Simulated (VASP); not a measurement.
Wanted: the native input for a VASP 6.6.1 run.

* Task: single point
* Functional: PBE
* Potentials or basis: VASP PAW PBE potentials, release 64 (Ti_sv, C)
* Cutoff: 520 eV
* k mesh: 11 × 11 × 11
* Occupations: gaussian, width 0.021 eV
* Spin: no spin polarisation
* Dipole correction: no
* Further INCAR settings: ALGO = Normal; EDIFF = 1e-07; NBANDS = 15

The structure of TiC lies in POSCAR:

```
TiC
1.0
    0.0000000000      2.1657188437      2.1657188437
    2.1657188437      0.0000000000      2.1657188437
    2.1657188437      2.1657188437      0.0000000000
Ti C
1 1
Direct
    0.0000000000      0.0000000000      0.0000000000
    0.5000000000      0.5000000000      0.5000000000
```

These files were run (other wordings do the same):

INCAR

```
  PREC = Accurate
  ENCUT = 520
  EDIFF = 1E-7
  ISMEAR = 0
  SIGMA = 0.020999999999999998
  LREAL = F
  LASPH = T
  NELM = 80
  ALGO = Normal
  ISIF = 2
  LWAVE = F
  LCHARG = F
  GGA = PE
  NBANDS = 15
```

KPOINTS

```
Automatic mesh
0
Gamma
  11 11 11
```

Potentials or basis: VASP PAW PBE potentials, release 64 (Ti_sv, C).

The run is started by

```sh
$ cat potpaw_PBE.64/Ti_sv/POTCAR potpaw_PBE.64/C/POTCAR > POTCAR
$ mpirun -np 1 vasp_std > vasp.out
```

Results of the run:

```
Pressure               : 0.5 GPa
Band gap on the k mesh : zero (band 8 reaches 10.10 eV, above the bottom of band 9 at 9.00 eV)
```

Run time: 11 s on 1 thread of Intel(R) Xeon(R) 6975P-C (Granite Rapids), with other jobs on the host, peak memory 0.14 GiB.
